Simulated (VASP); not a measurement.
Wanted: the native input for a VASP 6.6.1 run.

```
Task                   : single point
Functional             : PBE
Potentials or basis    : VASP PAW PBE potentials, release 64 (Ti_sv)
Cutoff                 : 520 eV
k mesh                 : 14 × 14 × 14
Occupations            : methfessel-paxton, width 0.025 eV
Spin                   : no spin polarisation
Dipole correction      : no
Further INCAR settings : ALGO = Normal; EDIFF = 1e-06; NBANDS = 12
```

The structure of Ti lies in POSCAR:

```
Ti
1.0
   -1.6410000000      1.6410000000      1.6410000000
    1.6410000000     -1.6410000000      1.6410000000
    1.6410000000      1.6410000000     -1.6410000000
Ti
1
Direct
    0.0000000000      0.0000000000      0.0000000000
```

These files were run (other wordings do the same):

INCAR

```
SYSTEM = Ti
ALGO     = Normal         ! electronic algorithm
EDIFF    = 1E-6           ! SCF threshold, eV
ENCUT    = 520            ! plane-wave cutoff, eV
GGA      = PE             ! functional
ISIF     = 2              ! what is computed and relaxed
ISMEAR   = 1              ! smearing method
LASPH    = .TRUE.         ! aspherical terms in the spheres
LCHARG   = .FALSE.        ! write CHGCAR
LREAL    = .FALSE.        ! projectors in reciprocal space
LWAVE    = .FALSE.        ! write WAVECAR
NBANDS   = 12             ! bands
NELM     = 80             ! most SCF steps
PREC     = Accurate       ! precision mode
SIGMA    = 0.025          ! smearing width, eV
```

KPOINTS

```
k-points
0
G
  14 14 14
  0 0 0
```

Potentials or basis: VASP PAW PBE potentials, release 64 (Ti_sv).

Run with:

```console
$ cat potpaw_PBE.64/Ti_sv/POTCAR > POTCAR
$ mpirun -np 1 vasp_std > vasp.out
```

Results of the run:

```json
{
  "Pressure": "-2.7 GPa",
  "Band gap on the k mesh": "zero (band 6 reaches 8.88 eV, above the bottom of band 7 at 7.25 eV)"
}
```

It took 30 s on 1 thread of Intel Xeon 6975P-C (shared host), peak memory 0.15 GiB.
